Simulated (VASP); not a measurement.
Ga2O3:

```xyz
10
Lattice="2.5290 1.4601 4.5413 -2.5290 1.4601 4.5413 0.0000 -2.9202 4.5413" Properties=species:S:1:pos:R:3 pbc="T T T"
Ga    0.0000    0.0000   11.6577
Ga    0.0000    0.0000    8.7781
Ga    0.0000    0.0000    1.9662
Ga    0.0000    0.0000    4.8458
O     0.7680    1.5900    5.6766
O     0.9929   -1.4601    5.6766
O    -1.7610   -0.1298    5.6766
O    -0.7680   -1.5900    7.9473
O     1.7610    0.1298    7.9473
O    -0.9929    1.4601    7.9473
```

Base run:

| Property | Result |
| --- | --- |
| Program | VASP 6.6.1 |
| Functional | PBE |
| Potentials or basis | VASP PAW PBE potentials, release 64 (Ga_d, O) |
| Cutoff | 600 eV |
| k mesh | 4 × 4 × 4 |
| Occupations | fermi-dirac, width 0.01 eV |
| Spin | no spin polarisation |

Its results: band gap on the k mesh 2.43 eV (least direct gap 2.63 eV); pressure 0.6 GPa; largest force 0.041 eV/Å.

Task: The run is repeated on the same cell with these changes: functional from PBE to r2SCAN; cutoff from 600 eV to 660 eV; k mesh from 4 × 4 × 4 to 7 × 7 × 7. What comes out?

Result: Band gap on the k mesh 3.08 eV (least direct gap 3.31 eV); pressure -8.0 GPa; largest force 0.067 eV/Å.

Several settings changed at once.

Caveats: the cell stands under tension (at least some runs); the PAW data sets were made with another functional, which shifts forces and pressure a little (at least some runs).

A k mesh can miss the band edges.
